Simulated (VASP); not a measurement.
Runs of VASP 6.6.1 on P. The structure is that of space group Fd-3m (No. 227), or close to it. The cells are those of the table. This isn't the form of P at room conditions, which is orthorhombic.

| task | cell | k mesh | cutoff (eV) | gap on the mesh (eV) | pressure (GPa) |
| --- | --- | --- | --- | --- | --- |
| single point | a = 3.906 Å, angles 60.0°, 2 atoms | 10 × 10 × 10 | 520 | none | (a) |
| single point | a = 4.056 Å, angles 60.0°, 2 atoms | 11 × 11 × 11 | 520 | none | -4.2 |
| single point | a = 3.906 Å, angles 60.0°, 2 atoms | 11 × 11 × 11 | 520 | none | (b) |
| single point | a = 3.799 Å, angles 60.0°, 2 atoms | 11 × 11 × 11 | 520 | none | 3.6 |
| relaxation of cell and atoms | relaxed from a = 3.874 Å, angles 60.0°, 2 atoms | 10 × 10 × 10 | 600 | none | 0.0 |
| single point | a = 3.853 Å, angles 60.0°, 2 atoms | 11 × 11 × 11 | 520 | none | 1.5 |

Alike in all rows: level revPBE; potentials or basis VASP PAW PBE potentials, release 64 (P); no spin polarisation; smearing fermi-dirac 0.1 eV.

Q: Estimate the missing entries.

A: (a) -0.3; (b) -0.2.

Caveats: the PAW data sets were made with another functional, which shifts forces and pressure a little; the cell stands under tension (at least some runs); the cell stands under pressure (at least some runs).

A gap of «none» marks levels without a gap at the run's occupations.
